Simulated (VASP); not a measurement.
PbO: single point with PBEsol

Crystal: PbO.

```
Pb O
1.0
     0.00000    2.60593    2.60593
     2.60593    0.00000    2.60593
     2.60593    2.60593    0.00000
Pb O
1 1
Direct
  0.50000 0.50000 0.50000
  0.00000 0.00000 0.00000
```

```
Program             : VASP 6.6.1
Task                : single point
Functional          : PBEsol
Potentials or basis : VASP PAW PBE potentials, release 64 (Pb_d, O)
Cutoff              : 520 eV
k mesh              : 10 × 10 × 10
Occupations         : gaussian, width 0.05 eV
Spin                : no spin polarisation
```

```yaml
Pressure: -1.9 GPa
Band_gap_on_the_k_mesh: 0.57 eV (least direct gap 0.65 eV)
```

Levels at points of the mesh, in eV from the valence-band top:
```tsv
k point	band 7	band 8	band 9	band 10	band 11	band 12	band 13	band 14
(0.00, 0.00, 0.00)	-7.38	-2.33	-2.33	-2.33	8.45	8.45	8.45	10.30
(0.50, 0.00, 0.00)	-8.47	-1.91	-1.91	-0.09	0.57	5.08	5.08	10.13
(0.50, 0.50, 0.00)	-5.94	-5.33	-3.36	-3.36	4.09	6.42	6.42	6.56
```

Run time: 22 s on 1 thread of Intel(R) Xeon(R) Platinum 8488C (Sapphire Rapids), with other jobs on the host, peak memory 0.17 GiB.

Caveat: the PAW data sets were made with another functional, which shifts forces and pressure a little; spin-orbit coupling is left out, which moves the levels of the heavy elements. A k mesh can miss the band edges.
